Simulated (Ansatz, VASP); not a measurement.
**Two plane-wave programs on Fe**

```
Fe
1.0
     1.73686   -3.62709    0.00000
     1.73686    3.62709    0.00000
     0.00000    0.00000    3.45775
Fe
4
Direct
  0.14816 0.85184 0.00002
  0.64816 0.35184 0.49998
  0.85184 0.14816 0.99998
  0.35184 0.64816 0.50002
```

Alike in both runs: functional PBEsol; k mesh 6 × 6 × 4; occupations gaussian, width 0.1 eV; collinear spin.

Ansatz relaxed the structure, and its values are those at the end. VASP's run is a single point on that final structure, the one shown.

|  | VASP | Ansatz |
| --- | --- | --- |
| version | VASP 6.6.1 | Ansatz 0.2.0 |
| potentials or method | VASP PAW PBE potentials, release 64 (Fe_sv), cutoff 690 eV | scalar-relativistic, plane waves, PAW |
| valence electrons in the cell | 64 | 64 |

Ansatz gave:

```
gap on the k mesh at the Fermi level (eV) : none
pressure (GPa)                            : -0.1
rms of the force components (eV/Å)        : 0.012
net moment per atom (μB)                  : 0.00
```

Problem. Which values does VASP return?

Solution. gap on the k mesh at the Fermi level (eV): none; pressure (GPa): -1.7; rms of the force components (eV/Å): 0.017; net moment per atom (μB): 0.00.

VASP's potentials were made for PBE, not for PBEsol. A gap of «none» marks a metal or a gap that the smearing closes. With one functional, cell and mesh, what is left measures potentials, basis and numerics. Ansatz's warnings: seeded moment not kept, spin hold released.

The k mesh is coarse, so the values compare programs but aren't converged.
